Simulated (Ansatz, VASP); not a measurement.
ScAl3: VASP beside Ansatz

Contents of INCAR:

```
SYSTEM = ScAl3
PREC = Accurate ; ENCUT = 520
EDIFF = 1E-7 ; ISMEAR = 0
SIGMA = 0.15 ; LREAL = .FALSE.
LASPH = .TRUE. ; NELM = 80
ALGO = Fast ; ISIF = 2
LWAVE = .FALSE. ; LCHARG = .TRUE.
GGA = PS ; LELF = .TRUE.
LVHAR = .TRUE. ; NBANDS = 30
```

KPOINTS

```
Automatic mesh
0
G
  10 10 10
  0 0 0
```

The input POSCAR:

```
ScAl3
1.0
   -4.0712986161      0.0000000000     -4.0712986161
    0.0000000000     -4.0712986161     -4.0712986161
   -4.0712986161     -4.0712986161      0.0000000000
Sc Al
2 6
Direct
    0.0000000000      0.0000000000      0.0000000000
    0.5000000000      0.5000000000      0.5000000000
   -0.0009210820      0.5009210820      0.5009210820
    0.5009210820     -0.0009210820     -0.0009210820
   -0.0009210820      0.5009210820     -0.0009210820
    0.5009210820     -0.0009210820      0.5009210820
    0.4981578359      0.4981578359      0.0018421641
    1.0018421641      1.0018421641      0.4981578359
```

Input for Ansatz:

```yaml
crystal:
  lattice:
    - [-4.0712986161, 0.0, -4.0712986161]
    - [0.0, -4.0712986161, -4.0712986161]
    - [-4.0712986161, -4.0712986161, 0.0]
  atoms:
    - { symbol: Sc, position: [0.0, 0.0, 0.0] }
    - { symbol: Sc, position: [0.5, 0.5, 0.5] }
    - { symbol: Al, position: [-0.000921082, 0.500921082, 0.500921082] }
    - { symbol: Al, position: [0.500921082, -0.000921082, -0.000921082] }
    - { symbol: Al, position: [-0.000921082, 0.500921082, -0.000921082] }
    - { symbol: Al, position: [0.500921082, -0.000921082, 0.500921082] }
    - { symbol: Al, position: [0.4981578359, 0.4981578359, 0.0018421641] }
    - { symbol: Al, position: [1.0018421641, 1.0018421641, 0.4981578359] }
basis:
  ecutwfc: 420
kpoints:
  mp_grid: { grid: [10, 10, 10] }
hamiltonian:
  xc: pbesol
scf:
  occupations: { method: gaussian, width: 0.15 }
output:
  forces: true
  stress: true
  eigenvalues: true
```

Change from the starting cell: mode 4 (152.5 1/cm) frozen in, largest displacement +0.015 Å.

Alike in both runs: task single point; functional PBEsol; k mesh 10 × 10 × 10; occupations gaussian, width 0.15 eV; no spin polarisation.

|  | VASP | Ansatz |
| --- | --- | --- |
| version | VASP 6.6.1 | Ansatz 0.2.0 |
| potentials or method | VASP PAW PBE potentials, release 64 (Sc_sv, Al), cutoff 520 eV | scalar-relativistic, plane waves, PAW |
| valence electrons in the cell | 40 | 40 |

VASP gave:

```
gap on the k mesh at the Fermi level (eV) : none
pressure (GPa)                            : 0.1
rms of the force components (eV/Å)        : 0.012
```

Q: What did Ansatz give for the same quantities?

A: gap on the k mesh at the Fermi level (eV): none; pressure (GPa): 0.0; rms of the force components (eV/Å): 0.012.

VASP's potentials were made for PBE, not for PBEsol. Atom by atom the forces differ by 0.000 eV/Å (rms over components). A gap of «none» marks a metal or a gap that the smearing closes.
